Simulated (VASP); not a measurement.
Set up this calculation in VASP 6.6.1, as the native input.

* Task: single point
* Functional: PBEsol
* Potentials or basis: VASP PAW PBE potentials, release 64 (Cu, O)
* Cutoff: 520 eV
* k mesh: 7 × 7 × 4
* Occupations: gaussian, width 0.05 eV
* Spin: collinear spin, ferromagnetic start
* Starting moments: [0.64, 0.64, 0.64, 0.64, 0.32, 0.32, 0.32, 0.32] μB
* Hubbard terms: Cu d U = 7.0 eV
* Dipole correction: no
* Further INCAR settings: ALGO = Normal; EDIFF = 1e-07; NBANDS = 48

The structure of CuO lies in POSCAR:

```
CuO
1.0
    4.6836992400      0.0000000000      0.0000000000
    4.6836992400      3.4225994400      0.0000000000
   -0.8500298600      0.0000000000      5.0578691900
Cu O
4 4
Direct
    0.0000000000      0.2500000000      0.0000000000
    0.5000000000      0.7500000000      0.5000000000
    0.0000000000      0.7500000000      0.0000000000
    0.5000000000      0.2500000000      0.5000000000
    0.5816000000      0.9184000000      0.2500000000
    0.4184000000      0.0816000000      0.7500000000
    0.5816000000      0.4184000000      0.2500000000
    0.4184000000      0.5816000000      0.7500000000
```

These files were run (other wordings do the same):

INCAR

```
SYSTEM = CuO
PREC = Accurate
ENCUT = 520
EDIFF = 1E-7
ISMEAR = 0
SIGMA = 0.05
LREAL = .False.
LASPH = .True.
NELM = 150
ALGO = Normal
ISIF = 2
LWAVE = .False.
LCHARG = .True.
ISPIN = 2
MAGMOM = 0.64 0.64 0.64 0.64 0.32 0.32 0.32 0.32
LORBIT = 11
LMAXMIX = 4
LDAU = .True.
LDAUTYPE = 2
LDAUL = 2 -1
LDAUU = 7 0
LDAUJ = 0 0
LDAUPRINT = 1
GGA = PS
LELF = .True.
LVHAR = .True.
NBANDS = 48
```

KPOINTS

```
Automatic mesh
0
Gamma
  7 7 4
  0 0 0
```

Potentials or basis: VASP PAW PBE potentials, release 64 (Cu, O).

Run with:

```sh
$ cat potpaw_PBE.64/Cu/POTCAR potpaw_PBE.64/O/POTCAR > POTCAR
$ mpirun -np 1 vasp_std > vasp.out
```

It gave:

The pressure is -6.0 GPa and the largest force is 0.093 eV/Å. The band gap on the k mesh is 0.89 eV and the net moment is 4.00 μB per cell. The site moments are Cu +0.71; O +0.26 μB. The valence electrons inside the program's atomic spheres are Cu 9.94; O 4.98.

Caveat: the cell stands under tension; the PAW data sets were made with another functional, which shifts forces and pressure a little.

It took 24 min on 1 thread of Oxide Virtual Turin-like Processor, with other jobs on the host, peak memory 0.47 GiB.
